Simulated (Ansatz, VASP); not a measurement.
Hg: VASP beside Ansatz

```xyz
2
Lattice="5.1352 0.0000 0.0000 -2.5676 4.4472 0.0000 0.0000 0.0000 3.1569" Properties=species:S:1:pos:R:3 pbc="T T T"
Hg    0.0000    2.9648    1.5784
Hg    2.5676    1.4824    1.5784
```

Alike in both runs: functional PBE; k mesh 6 × 6 × 6; occupations gaussian, width 0.1 eV; no spin polarisation.

Ansatz relaxed the structure, and its values are those at the end. VASP's run is a single point on that final structure, the one shown.

```csv
,VASP,Ansatz
version,VASP 6.6.1,Ansatz 0.2.0
potentials or method,"VASP PAW PBE potentials, release 64 (Hg), cutoff 520 eV","scalar-relativistic, plane waves, PAW"
valence electrons in the cell,24,40
```

VASP gave:

| Quantity | Value |
| --- | --- |
| gap on the k mesh at the Fermi level (eV) | none |
| pressure (GPa) | 0.2 |

Task: Which values does Ansatz return?

Result: gap on the k mesh at the Fermi level (eV): none; pressure (GPa): 0.1.

A gap of «none» marks a metal or a gap that the smearing closes. VASP's potentials hold 24 valence electrons a cell and Ansatz's 40, so a difference there can come from the potentials and not from the codes.

Spin-orbit coupling is off throughout.
